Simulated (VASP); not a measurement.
A run of VASP 6.6.1 is set up as follows.

INCAR

```
  PREC = Accurate
  ENCUT = 520
  EDIFF = 1E-6
  ISMEAR = 0
  SIGMA = 0.1
  LREAL = False
  LASPH = True
  NELM = 150
  ALGO = Normal
  ISIF = 2
  LWAVE = False
  LCHARG = False
  ISPIN = 2
  MAGMOM = 0 0 0 1 1 0
  LORBIT = 11
  LMAXMIX = 4
  GGA = PE
  NBANDS = 38
```

The input KPOINTS:

```
regular mesh
0
Gamma
  6 6 2
```

POSCAR

```
Na3Ti2O
1.0
    2.7998735777      0.0000000000      0.0000000000
    0.0000000000      2.7998735777      0.0000000000
    0.0000000000      0.0000000000     14.7471485754
Na Ti O
3 2 1
Direct
    0.5000000000      0.5000000000      0.0856879982
    0.5000000000      0.5000000000      0.5000000000
    0.5000000000      0.5000000000      0.9143120018
    0.0000000000      0.0000000000      0.3010415182
    0.0000000000      0.0000000000      0.6989584818
    0.0000000000      0.0000000000      0.0000000000
```

Potentials or basis: VASP PAW PBE potentials, release 64 (Na_pv, Ti_sv, O).

Launch:

```bash
$ cat potpaw_PBE.64/Na_pv/POTCAR potpaw_PBE.64/Ti_sv/POTCAR potpaw_PBE.64/O/POTCAR > POTCAR
$ mpirun -np 1 vasp_std > vasp.out
```

Problem. Predict the largest force.

Solution. 0.025 eV/Å.

Problem. Estimate the pressure.

Solution. 0.0 GPa.

Forces on the atoms (eV/Å):
```
Na   0.000  0.000 -0.025
Na   0.000  0.000  0.000
Na   0.000  0.000  0.025
Ti   0.000  0.000  0.010
Ti   0.000  0.000 -0.010
O    0.000  0.000  0.000
```

Caveat: the k points lie up to 0.37 Å⁻¹ apart.
